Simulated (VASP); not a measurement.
# C (P6_3/mmc) in VASP: a series of runs

The runs below take C through single point, with revPBE, LDA, PBEsol, RPBE.

The COD entry that gives the cell may itself be a prediction, so a difference from it is no test against experiment.

Program: VASP 6.6.1. These are calculated values, not measurements. Logs are shortened: lines on timing, memory, paths and dates and some standing lists are left out, and cuts for length are marked.

**1. The cell of the first run**

It takes space group P6_3/mmc (No. 194, hexagonal). The conventional cell has a = 2.522 Å, b = 2.522 Å, c = 12.356 Å, α = 90.00°, β = 90.00°, γ = 120.00°. Within 2.1 Å of C (site symmetry 3m) lie 4 C at 1.54 Å. C (site symmetry 3m) has 4 C at 1.54 Å within 2.1 Å. C (site symmetry 3m) has 4 C at 1.54 Å within 2.1 Å.

**2. Single point, revPBE**

Input file INCAR:

```
SYSTEM = C
ALGO = Normal
EDIFF = 1E-6
ENCUT = 520
GGA = RE
ISIF = 2
ISMEAR = -1
LASPH = .TRUE.
LCHARG = .FALSE.
LREAL = .FALSE.
LWAVE = .FALSE.
NBANDS = 36
NELM = 100
PREC = Accurate
SIGMA = 0.05
```

Input file KPOINTS:

```
k-points
0
G
  12 12 3
  0 0 0
```

Input file POSCAR:

```
C
1.0
    2.5221000000      0.0000000000      0.0000000000
   -1.2610500000      2.1842026709      0.0000000000
    0.0000000000      0.0000000000     12.3557000000
C
12
Direct
    0.6666666667      0.3333333333      0.3541700000
    0.3333333333      0.6666666667      0.8541700000
    0.6666666667      0.3333333333      0.1458300000
    0.3333333333      0.6666666667      0.6458300000
    0.6666666667      0.3333333333      0.4791700000
    0.3333333333      0.6666666667      0.9791700000
    0.6666666667      0.3333333333      0.0208300000
    0.3333333333      0.6666666667      0.5208300000
    0.0000000000      0.0000000000      0.8125000000
    0.0000000000      0.0000000000      0.3125000000
    0.0000000000      0.0000000000      0.6875000000
    0.0000000000      0.0000000000      0.1875000000
```

Potentials or basis: VASP PAW PBE potentials, release 64 (C).

The run is started by

```console
cat potpaw_PBE.64/C/POTCAR > POTCAR
mpirun -np 1 vasp_std > vasp.out
```

OUTCAR:

```text
SYSTEM = C
   EDIFF = 1E-6
   ENCUT = 520
   GGA = RE
   ISIF = 2
   ISMEAR = -1
   LASPH = .TRUE.
   LREAL = .FALSE.
   NELM = 100
   PREC = Accurate

 ion  position               nearest neighbor table
   1  0.667  0.333  0.354-   5 1.54  10 1.54  10 1.54  10 1.54
   2  0.333  0.667  0.854-   6 1.54   9 1.54   9 1.54   9 1.54
   3  0.667  0.333  0.146-   7 1.54  12 1.54  12 1.54  12 1.54
   4  0.333  0.667  0.646-   8 1.54  11 1.54  11 1.54  11 1.54
   5  0.667  0.333  0.479-   8 1.54   8 1.54   8 1.54   1 1.54
   6  0.333  0.667  0.979-   7 1.54   7 1.54   7 1.54   2 1.54
   7  0.667  0.333  0.021-   6 1.54   6 1.54   6 1.54   3 1.54
   8  0.333  0.667  0.521-   5 1.54   5 1.54   5 1.54   4 1.54
   9  0.000  0.000  0.812-  11 1.54   2 1.54   2 1.54   2 1.54
  10  0.000  0.000  0.312-  12 1.54   1 1.54   1 1.54   1 1.54
  11  0.000  0.000  0.688-   9 1.54   4 1.54   4 1.54   4 1.54
  12  0.000  0.000  0.188-  10 1.54   3 1.54   3 1.54   3 1.54

  LATTYP: Found a hexagonal cell.
 ALAT       =     2.5221000000
 C/A-ratio  =     4.8989730780

  Lattice vectors:

 A1 = (   2.5221000000,   0.0000000000,   0.0000000000)
 A2 = (  -1.2610500000,   2.1842026709,   0.0000000000)
 A3 = (   0.0000000000,   0.0000000000,  12.3557000000)

Analysis of symmetry for initial positions (statically):
=====================================================================
 Subroutine PRICEL returns:
 Original cell was already a primitive cell.

 Routine SETGRP: Setting up the symmetry group for a
 hexagonal supercell.

 Subroutine GETGRP returns: Found 24 space group operations
 (whereof 12 operations were pure point group operations)
 out of a pool of 24 trial point group operations.

The static configuration has the point symmetry D_3d.
 The point group associated with its full space group is D_6h.

Analysis of symmetry for dynamics (positions and initial velocities):
=====================================================================
 Subroutine PRICEL returns:
 Original cell was already a primitive cell.

 Routine SETGRP: Setting up the symmetry group for a
 hexagonal supercell.

 Subroutine GETGRP returns: Found 24 space group operations
 (whereof 12 operations were pure point group operations)
 out of a pool of 24 trial point group operations.

The dynamic configuration has the point symmetry D_3d.
 The point group associated with its full space group is D_6h.

 Subroutine INISYM returns: Found 24 space group operations
 (whereof 12 operations are pure point group operations),
 and found     1 'primitive' translations

----------------------------------------------------------------------------------------

                                     Primitive cell

  volume of cell :      68.0648

  direct lattice vectors                    reciprocal lattice vectors
     2.522100000  0.000000000  0.000000000     0.396494984  0.228916486  0.000000000
    -1.261050000  2.184202671  0.000000000     0.000000000  0.457832972  0.000000000
     0.000000000  0.000000000 12.355700000     0.000000000  0.000000000  0.080934306

  length of vectors
     2.522100000  2.522100000 12.355700000     0.457832972  0.457832972  0.080934306

  position of ions in fractional coordinates (direct lattice)
     0.666666667  0.333333333  0.354170000
     0.333333333  0.666666667  0.854170000
     0.666666667  0.333333333  0.145830000
     0.333333333  0.666666667  0.645830000
     0.666666667  0.333333333  0.479170000
     0.333333333  0.666666667  0.979170000
     0.666666667  0.333333333  0.020830000
     0.333333333  0.666666667  0.520830000
     0.000000000  0.000000000  0.812500000
     0.000000000  0.000000000  0.312500000
     0.000000000  0.000000000  0.687500000
     0.000000000  0.000000000  0.187500000

  ion indices of the primitive-cell ions
   primitive index   ion index
                 1           1
                 2           2
                 3           3
                 4           4
                 5           5
                 6           6
                 7           7
                 8           8
                 9           9
                10          10
                11          11
                12          12

----------------------------------------------------------------------------------------

 KPOINTS: k-points

Automatic generation of k-mesh.
 Grid dimensions read from file:
 generate k-points for:   12   12    3

 Generating k-lattice:

  Cartesian coordinates                     Fractional coordinates (reciprocal lattice)
     0.033041249  0.019076374  0.000000000     0.083333333  0.000000000  0.000000000
     0.000000000  0.038152748  0.000000000     0.000000000  0.083333333  0.000000000
     0.000000000  0.000000000  0.026978102     0.000000000  0.000000000  0.333333333

  Length of vectors
     0.038152748  0.038152748  0.026978102

  Shift w.r.t. Gamma in fractional coordinates (k-lattice)
     0.000000000  0.000000000  0.000000000

 Subroutine IBZKPT returns following result:
 ===========================================

 Found     38 irreducible k-points:

 Following reciprocal coordinates:
            Coordinates               Weight
  0.000000  0.000000  0.000000      1.000000
  0.083333  0.000000  0.000000      6.000000
  0.166667  0.000000  0.000000      6.000000
  0.250000  0.000000  0.000000      6.000000
  0.333333  0.000000  0.000000      6.000000
  0.416667  0.000000  0.000000      6.000000
[... 16 lines left out ...]
  0.250000  0.000000  0.333333     12.000000
  0.333333  0.000000  0.333333     12.000000
 [... further k-points ...]
   k-points           NKPTS =     38   k-points in BZ     NKDIM =     38   number of bands    NBANDS=     36
   number of dos      NEDOS =    301   number of ions     NIONS =     12
   total plane-waves  NPLWV =  38400
   dimension x,y,z NGX =    20 NGY =   20 NGZ =   96
   dimension x,y,z NGXF=    40 NGYF=   40 NGZF=  192
   ions per type =              12
   NGX,Y,Z   is equivalent  to a cutoff of  13.18, 13.18, 12.92 a.u.
   NGXF,Y,Z  is equivalent  to a cutoff of  26.37, 26.37, 25.83 a.u.
 SYSTEM =  C
   PREC   = accura    normal or accurate (medium, high low for compatibility)
   ISTART =      0    job   : 0-new  1-cont  2-samecut
   ICHARG =      2    charge: 1-file 2-atom 10-const
   ISPIN  =      1    spin polarized calculation?
   LNONCOLLINEAR =      F non collinear calculations
   LSORBIT =      F    spin-orbit coupling
   LASPH  =      T    aspherical Exc in radial PAW
   ENCUT  =  520.0 eV  38.22 Ry    6.18 a.u.   4.69  4.69 22.97*2*pi/ulx,y,z
   NELM   =    100;   NELMIN=  2; NELMDL= -5     # of ELM steps
   EDIFF  = 0.1E-05   stopping-criterion for ELM
   LREAL  =      F    real-space projection
   EDIFFG = 0.1E-04   stopping-criterion for IOM
   NSW    =      0    number of steps for IOM
   IBRION =     -1    ionic relax: 0-MD 1-quasi-New 2-CG
   NFREE  =      0    steps in history (QN), initial steepest desc. (CG)
   ISIF   =      2    stress and relaxation
   ISYM   =      2    0-nonsym 1-usesym 2-fastsym
   POTIM  = 0.5000    time-step for ionic-motion
   TEBEG  =    0.0;   TEEND  =   0.0 temperature during run
   PSTRESS=    0.0 pullay stress
   NELECT =      48.0000    total number of electrons
   NUPDOWN=      -1.0000    fix difference up-down
   EMIN   =  10.00;   EMAX   =-10.00  energy-range for DOS
   EFERMI =   0.00;   METHOD = LEGACY
   ISMEAR =    -1;   SIGMA  =   0.05  broadening in eV -4-tet -1-fermi 0-gaus
   EFERMI_NEDOS =   21; number of points for ismear=-14 and -15
   IALGO  =     38    algorithm
   IMIX   =      4    mixing-type and parameters
     AMIX     =   0.40;   BMIX     =  1.00
     AMIX_MAG =   1.60;   BMIX_MAG =  1.00
  volume/ion in A,a.u.               =       5.67        38.28
  Fermi-wavevector in a.u.,A,eV,Ry     =   1.457184  2.753678 28.890408  2.123385
  Thomas-Fermi vector in A             =   2.574015
   LORBIT       =      0    0 simple, 1 ext, 2 COOP (PROOUT), +10 PAW based schemes
   GGA     = RE    functional components
   LHFCALC =     F    Hartree Fock is set to
   AEXX    =    0.0000 exact exchange contribution
   IVDW    =     0    specifies the selected vdW correction
   LEPSILON=     F    determine dielectric tensor
   LRPA    =     F    only Hartree local field effects (RPA)
 non-spin polarized calculation
  energy-cutoff  :      520.00
  volume of cell :       68.06
 maximum number of plane-waves:      1852
 NGX is ok and might be reduce to    20
   NGX =  9   NGY =  9   NGZ = 45

 number of electron      47.9999995 magnetization

 Free energy of the ion-electron system (eV)
  ---------------------------------------------------
  ext. energy  EPLUGINS =         0.00000000
  ---------------------------------------------------
  free energy    TOTEN  =      -104.16674967 eV

  energy without entropy =     -104.16674967  energy(sigma->0) =     -104.16674967

 E-fermi :  10.8413     XC(G=0): -13.1895

 val. band max:        9.9162996741   @ k =   0.0000   0.0000   0.0000
 cond. band min:      14.2886353134   @ k =   0.3333   0.0000   0.0000
 fundamental gap:      4.3723356393
 Fermi energy:        10.8412563118

 k-point     1 :       0.0000    0.0000    0.0000
  band No.  band energies     occupation
      1     -11.7259      2.00000
      2     -10.9797      2.00000
      3     -10.9343      2.00000
      4      -8.7133      2.00000
      5      -8.6906      2.00000
      6      -5.9379      2.00000
[... 28 lines left out ...]
     35      17.8498      0.00000
     36      17.8547      0.00000

 k-point     2 :       0.0833    0.0000    0.0000
  band No.  band energies     occupation
      1     -11.5550      2.00000
      2     -10.8104      2.00000
      3     -10.7643      2.00000
      4      -8.5489      2.00000
      5      -8.5255      2.00000
      6      -5.7856      2.00000
[... 28 lines left out ...]
     35      18.3365      0.00000
     36      18.4032      0.00000
[... 817 lines left out ...]
     35      19.7127      0.00000
     36      20.0057      0.00000

 k-point    24 :       0.3333    0.0000    0.3333
  band No.  band energies     occupation
      1      -8.9558      2.00000
      2      -8.7078      2.00000
      3      -7.7236      2.00000
      4      -7.0022      2.00000
      5      -5.1718      2.00000
      6      -4.1757      2.00000
[... 28 lines left out ...]
     35      18.9810      0.00000
     36      19.7395      0.00000

 [... further k-points ...]
[... 5 lines left out ...]
  --------------------------------------------------------------------------------------
  -------------------------------------------------------------------------------------
  Total        1.9386537      1.9386537      5.3988347      0.0000000      0.0000000      0.0000000
  in kB       45.6339676     45.6339676    127.0831650      0.0000000      0.0000000      0.0000000
  external PRESSURE =      72.7837001 kB  Pullay stress =       0.0000000 kB

 VOLUME and BASIS-vectors are now :
 -----------------------------------------------------------------------------
  energy-cutoff  :      520.00
  volume of cell :       68.06
      direct lattice vectors                 reciprocal lattice vectors
     2.522100000  0.000000000  0.000000000     0.396494984  0.228916486  0.000000000
    -1.261050000  2.184202671  0.000000000     0.000000000  0.457832972  0.000000000
     0.000000000  0.000000000 12.355700000     0.000000000  0.000000000  0.080934306

 POSITION                                       TOTAL-FORCE (eV/Angst)
 -----------------------------------------------------------------------------------
      1.26105      0.72807      4.37602         0.000000      0.000000      0.308231
     -0.00000      1.45614     10.55387        -0.000000     -0.000000      0.308231
      1.26105      0.72807      1.80183         0.000000      0.000000     -0.308231
     -0.00000      1.45614      7.97968        -0.000000     -0.000000     -0.308231
      1.26105      0.72807      5.92048         0.000000      0.000000     -0.026674
     -0.00000      1.45614     12.09833        -0.000000     -0.000000     -0.026674
      1.26105      0.72807      0.25737        -0.000000      0.000000      0.026674
     -0.00000      1.45614      6.43522        -0.000000     -0.000000      0.026674
      0.00000      0.00000     10.03901        -0.000000     -0.000000      0.331176
      0.00000      0.00000      3.86116         0.000000     -0.000000      0.331176
      0.00000      0.00000      8.49454        -0.000000      0.000000     -0.331176
      0.00000      0.00000      2.31669         0.000000     -0.000000     -0.331176
 -----------------------------------------------------------------------------------
    total drift:                               -0.000000      0.000000      0.000000

  FREE ENERGIE OF THE ION-ELECTRON SYSTEM (eV)
  ---------------------------------------------------
  free  energy   TOTEN  =      -104.1667496697 eV

  energy  without entropy=     -104.1667496696  energy(sigma->0) =     -104.16674967
```

Wall time 2.8 min (1 thread of AMD EPYC 7R13, shared host); peak memory 0.18 GiB.

Results:

- Free energy: -104.1667 eV
- Pressure: 7.3 GPa
- Largest force: 0.331 eV/Å
- Band gap on the k mesh: 4.37 eV, indirect (least direct gap 5.30 eV)

Forces on the atoms (eV/Å):
```
C    0.000  0.000  0.308
C    0.000  0.000  0.308
C    0.000  0.000 -0.308
C    0.000  0.000 -0.308
C    0.000  0.000 -0.027
C    0.000  0.000 -0.027
C    0.000  0.000  0.027
C    0.000  0.000  0.027
C    0.000  0.000  0.331
C    0.000  0.000  0.331
C    0.000  0.000 -0.331
C    0.000  0.000 -0.331
```

Caveat: the PAW data sets were made with another functional, which shifts forces and pressure a little.

**3. Single point, LDA**

Input file INCAR:

```
SYSTEM = C
PREC = Accurate
ENCUT = 520
EDIFF = 1E-6
ISMEAR = -1
SIGMA = 0.05
LREAL = .FALSE.
LASPH = .TRUE.
NELM = 80
ALGO = Normal
ISIF = 2
LWAVE = .FALSE.
LCHARG = .FALSE.
GGA = CA
NBANDS = 36
```

Input file KPOINTS:

```
regular mesh
0
G
  12 12 3
  0 0 0
```

POSCAR is that of step 2.

Potentials or basis: VASP PAW LDA potentials, release 64 (C).

The run is started by

```console
cat potpaw_LDA.64/C/POTCAR > POTCAR
mpirun -np 1 vasp_std > vasp.out
```

Wall time 2.4 min (1 thread of AMD EPYC 7R13, shared host); peak memory 0.16 GiB.

It converged, with:

```
Free energy            : -121.3255 eV
Pressure               : -11.3 GPa
Largest force          : 0.339 eV/Å
Band gap on the k mesh : 4.35 eV, indirect (least direct gap 5.25 eV)
```

Forces on the atoms (eV/Å):
```
C    0.000  0.000  0.313
C    0.000  0.000  0.313
C    0.000  0.000 -0.313
C    0.000  0.000 -0.313
C    0.000  0.000 -0.027
C    0.000  0.000 -0.027
C    0.000  0.000  0.027
C    0.000  0.000  0.027
C    0.000  0.000  0.339
C    0.000  0.000  0.339
C    0.000  0.000 -0.339
C    0.000  0.000 -0.339
```

Stress tensor (GPa, compression positive):
```
-14.06   0.00   0.00
  0.00 -14.06   0.00
  0.00   0.00  -5.76
```

Levels at points of the mesh, in eV from the valence-band top:
| k point | band 22 | band 23 | band 24 | band 25 | band 26 | band 27 |
| --- | --- | --- | --- | --- | --- | --- |
| (0.00, 0.00, 0.00) | -0.15 | 0.00 | 0.00 | 5.25 | 5.25 | 5.61 |
| (0.50, 0.00, 0.00) | -4.05 | -3.62 | -2.88 | 4.48 | 5.05 | 5.20 |

A k mesh can miss the band edges. Expect the measured gap to be larger: semilocal functionals such as LDA lack the derivative discontinuity.

**4. Single point, PBEsol**

Input file INCAR:

```
PREC = Accurate
ENCUT = 520
EDIFF = 1E-6
ISMEAR = -1
SIGMA = 0.05
LREAL = False
LASPH = True
NELM = 80
ALGO = Normal
ISIF = 2
LWAVE = False
LCHARG = False
GGA = PS
NBANDS = 36
```

Input file KPOINTS:

```
regular mesh
0
Gamma
  12 12 3
```

POSCAR is that of step 3.

Potentials or basis: VASP PAW PBE potentials, release 64 (C).

The run is started by

```console
cat potpaw_PBE.64/C/POTCAR > POTCAR
mpirun -np 1 vasp_std > vasp.out
```

Run time: 2.6 min. Hardware: 1 thread of AMD EPYC 7R13, shared host; peak memory 0.18 GiB.

The run converged. Its results:

```
Free energy            : -115.4105 eV
Pressure               : -3.5 GPa
Largest force          : 0.340 eV/Å
Band gap on the k mesh : 4.26 eV, indirect (least direct gap 5.24 eV)
```

Forces on the atoms (eV/Å):
```
C    0.000  0.000  0.311
C    0.000  0.000  0.311
C    0.000  0.000 -0.311
C    0.000  0.000 -0.311
C    0.000  0.000 -0.027
C    0.000  0.000 -0.027
C    0.000  0.000  0.027
C    0.000  0.000  0.027
C    0.000  0.000  0.340
C    0.000  0.000  0.340
C    0.000  0.000 -0.340
C    0.000  0.000 -0.340
```

Stress tensor (GPa, compression positive):
```
-6.21  0.00  0.00
 0.00 -6.21  0.00
 0.00  0.00  2.07
```

Levels at points of the mesh, in eV from the valence-band top:
```tsv
k point	band 22	band 23	band 24	band 25	band 26	band 27
(0.00, 0.00, 0.00)	-0.15	0.00	0.00	5.24	5.24	5.61
(0.50, 0.00, 0.00)	-4.08	-3.66	-2.90	4.37	4.95	5.11
```

Caveat: the PAW data sets were made with another functional, which shifts forces and pressure a little.

**5. Single point, RPBE**

Input file INCAR:

```
ALGO = Normal
EDIFF = 1E-6
ENCUT = 520
GGA = RP
ISIF = 2
ISMEAR = -1
LASPH = T
LCHARG = F
LREAL = F
LWAVE = F
NBANDS = 36
NELM = 60
PREC = Accurate
SIGMA = 0.05
```

Input file KPOINTS:

```
k-points
0
Gamma
  12 12 3
```

POSCAR is that of step 4.

The run is started by

```console
cat potpaw_PBE.64/C/POTCAR > POTCAR
mpirun -np 1 vasp_std > vasp.out
```

Run time: 2.3 min. Hardware: 1 thread of AMD EPYC 7R13, shared host; peak memory 0.18 GiB.

It converged, with:

```
Free energy            : -103.2821 eV
Pressure               : 8.8 GPa
Largest force          : 0.331 eV/Å
Band gap on the k mesh : 4.38 eV, indirect (least direct gap 5.30 eV)
```

Forces on the atoms (eV/Å):
```
C    0.000  0.000  0.308
C    0.000  0.000  0.308
C    0.000  0.000 -0.308
C    0.000  0.000 -0.308
C    0.000  0.000 -0.027
C    0.000  0.000 -0.027
C    0.000  0.000  0.027
C    0.000  0.000  0.027
C    0.000  0.000  0.331
C    0.000  0.000  0.331
C    0.000  0.000 -0.331
C    0.000  0.000 -0.331
```

Stress tensor (GPa, compression positive):
```
 6.05  0.00  0.00
 0.00  6.05  0.00
 0.00  0.00 14.18
```

Levels at points of the mesh, in eV from the valence-band top:
```csv
k point,band 20,band 21,band 22,band 23,band 24,band 25,band 26,band 27,band 28,band 29
"(0.00, 0.00, 0.00)",-0.99,-0.99,-0.15,0.00,0.00,5.30,5.30,5.67,6.38,6.38
"(0.50, 0.00, 0.00)",-4.33,-4.07,-4.07,-3.64,-2.90,4.52,5.10,5.26,5.62,6.84
```

Caveat: the PAW data sets were made with another functional, which shifts forces and pressure a little. RPBE gaps usually lie below the measured ones, often by a third to a half.

**6. Overview**

| level | potentials or basis | gap on the mesh (eV) | pressure (GPa) | largest force (eV/Å) |
| --- | --- | --- | --- | --- |
| revPBE | VASP PAW PBE potentials, release 64 (C) | 4.37 | 7.3 | 0.33 |
| LDA | VASP PAW LDA potentials, release 64 (C) | 4.35 | -11.3 | 0.34 |
| PBEsol | VASP PAW PBE potentials, release 64 (C) | 4.26 | -3.5 | 0.34 |
| RPBE | VASP PAW PBE potentials, release 64 (C) | 4.38 | 8.8 | 0.33 |

Alike in all rows: task single point; no spin polarisation; cell as given; k mesh 12 × 12 × 3; cutoff (eV) 520; smearing fermi-dirac 0.05 eV.

Caveats: the PAW data sets were made with another functional, which shifts forces and pressure a little (some runs).

Absolute energies hang on the potentials; compare differences alone.
